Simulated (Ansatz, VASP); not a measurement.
# GeWCl3: VASP beside Ansatz

```
Ge W Cl
1.0
     5.12661    0.00000    0.00000
     0.00000    5.12661    0.00000
     0.00000    0.00000    5.12661
Ge W Cl
1 1 3
Direct
  0.00000 0.00000 0.00000
  0.50000 0.50000 0.50000
  0.00000 0.50000 0.50000
  0.50000 0.00000 0.50000
  0.50000 0.50000 0.00000
```

Alike in both runs: task single point; functional PBE; k mesh 4 × 4 × 4; occupations gaussian, width 0.1 eV; no spin polarisation.

```csv
,VASP,Ansatz
version,VASP 6.6.1,Ansatz 0.2.0
potentials or method,"VASP PAW PBE potentials, release 64 (Ge_d, W_sv, Cl), cutoff 520 eV","scalar-relativistic, plane waves, PAW"
valence electrons in the cell,49,49
```

|  | VASP | Ansatz | Ansatz less VASP |
| --- | --- | --- | --- |
| gap on the k mesh at the Fermi level (eV) | none | none | - |
| pressure (GPa) | -7.6 | -7.6 | -0.02 |

A gap of «none» marks a metal or a gap that the smearing closes. The functional is the same, so the differences come from potentials, cutoffs and numerics.

Spin-orbit coupling is off throughout.
